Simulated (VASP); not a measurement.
Input of a VASP 6.6.1 run:

Contents of INCAR:

```
PREC     = Accurate       # precision mode
ENCUT    = 520            # plane-wave cutoff, eV
EDIFF    = 1E-6           # SCF threshold, eV
ISMEAR   = 0              # smearing method
SIGMA    = 0.05           # smearing width, eV
LREAL    = F              # projectors in reciprocal space
LASPH    = T              # aspherical terms in the spheres
NELM     = 80             # most SCF steps
ALGO     = Normal         # electronic algorithm
ISIF     = 2              # what is computed and relaxed
LWAVE    = F              # write WAVECAR
LCHARG   = T              # write CHGCAR
GGA      = PE             # functional
IVDW     = 12             # dispersion correction
LELF     = T              # ELF
LVHAR    = T            
NBANDS   = 26             # bands
```

Contents of KPOINTS:

```
regular mesh
0
Gamma
  7 9 3
```

The input POSCAR:

```
BN
1.0
    1.2538424667     -3.3394821656      0.0000000000
    2.5076849335      0.0000000000      0.0000000000
    1.0448687223     -0.5565803609      8.6753276438
B N
4 4
Direct
   -0.1388922395     -0.2777844790      0.8333534369
   -0.0138922395      0.4722155210      0.0833534369
   -0.0555589062     -0.1111178123      0.3333534369
   -0.0972255728      0.3055488544      0.5833534369
   -0.0277660930     -0.0555321860      0.1665965581
   -0.0694327597      0.3611344806      0.4165965581
   -0.1110994264     -0.2221988527      0.6665965581
   -0.1527660930      0.1944678140      0.9165965581
```

Potentials or basis: VASP PAW PBE potentials, release 64 (B, N).

Run with:

```console
$ cat potpaw_PBE.64/B/POTCAR potpaw_PBE.64/N/POTCAR > POTCAR
$ mpirun -np 1 vasp_std > vasp.out
```

Question: What does it give for the pressure?

Answer: -0.9 GPa.

Question: What does it give for the largest force?

Answer: 3.531 eV/Å.

Question: Estimate the dispersion energy per atom.

Answer: -0.140 eV.

Stress tensor (GPa, compression positive):
```
-13.10   4.34 -13.33
  4.34  -1.46  -2.64
-13.33  -2.64  11.97
```

Caveat: the cell differs from its parent crystal (the part above a cut slid along it); the stress differs along the axes, from -13 to 12 GPa; forces of over 1 eV/Å act on the atoms, so gaps and moduli don't describe the material at rest.
